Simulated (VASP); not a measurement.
# ZrF (C2/c) in VASP: further runs, part 2 of 2

VASP 6.6.1. The steps go on from the part before.

### 3 Relaxation of cell and atoms, PBE

File INCAR:

```
PREC = Accurate ; ENCUT = 600
EDIFF = 1E-6 ; ISMEAR = 0
SIGMA = 0.1 ; LREAL = False
LASPH = True ; NELM = 60
ALGO = Normal ; ISIF = 3
LWAVE = False ; LCHARG = False
GGA = PE ; IBRION = 2
NSW = 90 ; EDIFFG = -0.04
```

File KPOINTS:

```
regular mesh
0
Gamma
  6 6 4
```

File POSCAR:

```
ZrF
1.0
    2.5697506922     -1.8778377606      0.0000000000
    2.5697506922      1.8778377606      0.0000000000
   -0.9327519614      0.0000000000      5.5500843067
Zr F
2 2
Direct
    0.0000000000      0.5000000000      0.0000000000
    0.5000000000      0.0000000000      0.5000000000
    0.5816000000      0.4184000000      0.2500000000
    0.4184000000      0.5816000000      0.7500000000
```

Potentials or basis: VASP PAW PBE potentials, release 64 (Zr_sv, F).

Command:

```bash
$ cat potpaw_PBE.64/Zr_sv/POTCAR potpaw_PBE.64/F/POTCAR > POTCAR
$ mpirun -np 1 vasp_std > vasp.out
```

OUTCAR:

```text
PREC = Accurate
   ENCUT = 600
   EDIFF = 1E-6
   ISMEAR = 0
   LREAL = False
   LASPH = True
   NELM = 60
   ISIF = 3
   GGA = PE
   IBRION = 2
   NSW = 90
   EDIFFG = -0.04

 ion  position               nearest neighbor table
   1  0.000  0.500  0.000-   3 2.14   4 2.14   4 2.15   3 2.15   2 3.38   2 3.38   2 3.38   2 3.38
                             2 3.48   2 3.48
   2  0.500  0.000  0.500-   4 2.14   3 2.14   4 2.15   3 2.15   1 3.38   1 3.38   1 3.38   1 3.38
                             1 3.48   1 3.48
   3  0.582  0.418  0.250-   2 2.14   1 2.14   2 2.15   1 2.15
   4  0.418  0.582  0.750-   1 2.14   2 2.14   2 2.15   1 2.15

  LATTYP: Found a base centered monoclinic cell.
 ALAT       =     5.1395013844
 B/A-ratio  =     0.7307470590
 C/A-ratio  =     1.0950319242
 COS(beta)  =    -0.1657365915

  Lattice vectors:

 A1 = (   2.5697506922,  -1.8778377606,   0.0000000000)
 A2 = (   2.5697506922,   1.8778377606,   0.0000000000)
 A3 = (  -0.9327519614,   0.0000000000,   5.5500843067)

Analysis of symmetry for initial positions (statically):
=====================================================================
 Subroutine PRICEL returns:
 Original cell was already a primitive cell.

 Routine SETGRP: Setting up the symmetry group for a
 base centered monoclinic supercell.

 Subroutine GETGRP returns: Found  4 space group operations
 (whereof  2 operations were pure point group operations)
 out of a pool of  4 trial point group operations.

The static configuration has the point symmetry S_2 .
 The point group associated with its full space group is C_2h.

Analysis of symmetry for dynamics (positions and initial velocities):
=====================================================================
 Subroutine PRICEL returns:
 Original cell was already a primitive cell.

 Routine SETGRP: Setting up the symmetry group for a
 base centered monoclinic supercell.

 Subroutine GETGRP returns: Found  4 space group operations
 (whereof  2 operations were pure point group operations)
 out of a pool of  4 trial point group operations.

The dynamic configuration has the point symmetry S_2 .
 The point group associated with its full space group is C_2h.
[... 121 lines left out ...]
   IMIX   =      4    mixing-type and parameters
     AMIX     =   0.40;   BMIX     =  1.00
     AMIX_MAG =   1.60;   BMIX_MAG =  1.00
  volume/ion in A,a.u.               =      13.39        90.37
  Fermi-wavevector in a.u.,A,eV,Ry     =   1.460079  2.759150 29.005335  2.131832
  Thomas-Fermi vector in A             =   2.576571
   LORBIT       =      0    0 simple, 1 ext, 2 COOP (PROOUT), +10 PAW based schemes
   GGA     = PE    functional components
   LHFCALC =     F    Hartree Fock is set to
   AEXX    =    0.0000 exact exchange contribution
   IVDW    =     0    specifies the selected vdW correction
   LEPSILON=     F    determine dielectric tensor
   LRPA    =     F    only Hartree local field effects (RPA)
 conjugate gradient relaxation of ions
 non-spin polarized calculation
 Gauss-broadening in eV      SIGMA  =   0.10
  energy-cutoff  :      600.00
  volume of cell :       53.56
 maximum number of plane-waves:      1811
 NGX is ok and might be reduce to    28
   NGX = 13   NGY = 13   NGZ = 23

--------------------------------------- Ionic step        1  -------------------------------------------

 number of electron      37.9999990 magnetization

 Free energy of the ion-electron system (eV)
  ---------------------------------------------------
  ext. energy  EPLUGINS =         0.00000000
  ---------------------------------------------------
  free energy    TOTEN  =       -25.89992530 eV

  energy without entropy =      -25.88786543  energy(sigma->0) =      -25.89389536

 E-fermi :  10.7453     XC(G=0): -11.8060

 val. band max:       10.7135754733   @ k =  -0.1667   0.5000   0.2500
 cond. band min:      10.7488588703   @ k =   0.1667   0.0000   0.2500
 fundamental gap:      0.0352833970
 Fermi energy:        10.7453040650

 k-point     1 :       0.0000    0.0000    0.0000
  band No.  band energies     occupation
      1     -38.9205      2.00000
      2     -38.8199      2.00000
      3     -19.5402      2.00000
      4     -17.4737      2.00000
      5     -16.9819      2.00000
      6     -16.8734      2.00000
[... 722 lines left out ...]
  FREE ENERGIE OF THE ION-ELECTRON SYSTEM (eV)
  ---------------------------------------------------
  free  energy   TOTEN  =       -26.6406256756 eV

  energy  without entropy=      -26.6255329609  energy(sigma->0) =      -26.63307932

[... ionic steps 4 to 28 ...]

--------------------------------------- Ionic step       29  -------------------------------------------

 number of electron      37.9999980 magnetization

------------------------ aborting loop because EDIFF is reached ----------------------------------------
[... 71 lines left out ...]
--------------------------------------- Ionic step       31  -------------------------------------------

 number of electron      37.9999979 magnetization

 Free energy of the ion-electron system (eV)
  ---------------------------------------------------
  ext. energy  EPLUGINS =         0.00000000
  ---------------------------------------------------
  free energy    TOTEN  =       -27.72146072 eV

  energy without entropy =      -27.70916498  energy(sigma->0) =      -27.71531285

 E-fermi :   8.2653     XC(G=0): -10.8259

 val. band max:        8.2532123741   @ k =   0.5000   0.3333   0.5000
 cond. band min:       8.2714127935   @ k =   0.5000   0.0000   0.2500
 fundamental gap:      0.0182004194
 Fermi energy:         8.2653219102

 k-point     1 :       0.0000    0.0000    0.0000
  band No.  band energies     occupation
      1     -41.7782      2.00000
      2     -41.6960      2.00000
      3     -20.9941      2.00000
      4     -20.1318      2.00000
      5     -20.0232      2.00000
      6     -19.8026      2.00000
[... 646 lines left out ...]
  FREE ENERGIE OF THE ION-ELECTRON SYSTEM (eV)
  ---------------------------------------------------
  free  energy   TOTEN  =       -27.7214607176 eV

  energy  without entropy=      -27.7091649846  energy(sigma->0) =      -27.71531285

 reached required accuracy - stopping structural energy minimisation
```

Wall time 24 min (1 thread of Intel Xeon Platinum 8259CL at 2.50GHz (Skylake/Cascade Lake), shared host); peak memory 0.25 GiB.

Results:

```yaml
Free_energy: -27.7215 eV
Relaxed_volume: 16.22 Å³/atom
Relaxed_cell: a = 3.753 Å, b = 3.753 Å, c = 4.663 Å, α = 90.09°, β = 90.09°, γ = 81.01°
Space_group_after_relaxing_to_0.05_Å: Cccm (No. 66)
Energy_gained_by_relaxing: 455.4 meV/atom
Ionic_steps: 31
Pressure_after_relaxing: -0.2 GPa
Band_gap_on_the_k_mesh: zero (band 19 reaches 9.39 eV, above the bottom of band 20 at 7.87 eV)
```

The path:
```
step  energy change (eV)  largest force (eV/Å)  pressure (GPa)  volume (Å³)
   1              0.0000                0.1304           27.35        53.56
   2             -0.3633                0.5616          -11.10        73.31
   3             -0.7407                0.3488           -0.09        63.82
   4             -0.7407                0.3417            0.27        63.61
   5             -0.7819                0.3558            0.24        63.96
   6             -0.8850                0.3712            0.21        64.91
   7             -1.0550                0.4317           -0.31        66.25
   8             -0.9917                0.1878           -6.86        66.90
   9             -1.1236                0.3002           -0.98        66.59
  10             -1.1582                0.0199           -3.90        66.97
  11             -1.1588                0.2095           -1.95        66.81
  12             -1.1884                0.1934           -2.28        66.82
  13             -1.2670                0.1122           -3.35        66.81
  14             -1.2874                0.1256           -5.84        66.51
  15             -1.3042                0.0007           -4.41        66.72
  16             -1.3855                0.0069           -2.88        65.77
  17             -1.5142                0.0179            1.43        63.40
  18             -1.3214                0.0051           14.02        58.44
  19             -1.5321                0.0204            3.71        62.32
  20             -1.6117                0.0228            2.08        62.99
  21             -1.7276                0.1061           -1.97        64.83
  22             -1.7306                0.1136           -2.60        65.14
  23             -1.7917                0.0393            0.34        64.18
  24             -1.8023                0.0052            2.08        63.58
  25             -1.8179                0.0674           -0.03        64.67
  26             -1.8184                0.0806           -0.52        64.94
  27             -1.8204                0.0726           -0.01        64.77
  28             -1.8205                0.0699            0.16        64.71
  29             -1.8210                0.0463            0.02        64.80
  30             -1.8212                0.0086           -0.28        64.95
  31             -1.8215                0.0001           -0.15        64.89
```

Final structure:
```
CELL_PARAMETERS angstrom
2.84322 -2.43784 0.24780
2.84322 2.43784 0.24780
-0.41425 0.00000 4.64468
ATOMIC_POSITIONS crystal
Zr 0.00000 0.50000 0.00000
Zr 0.50000 0.00000 0.50000
F 0.50038 0.49962 0.25000
F 0.49962 0.50038 0.75000
```

Caveat: the volume moved by over 15 % at a fixed basis, so the end points are rough.
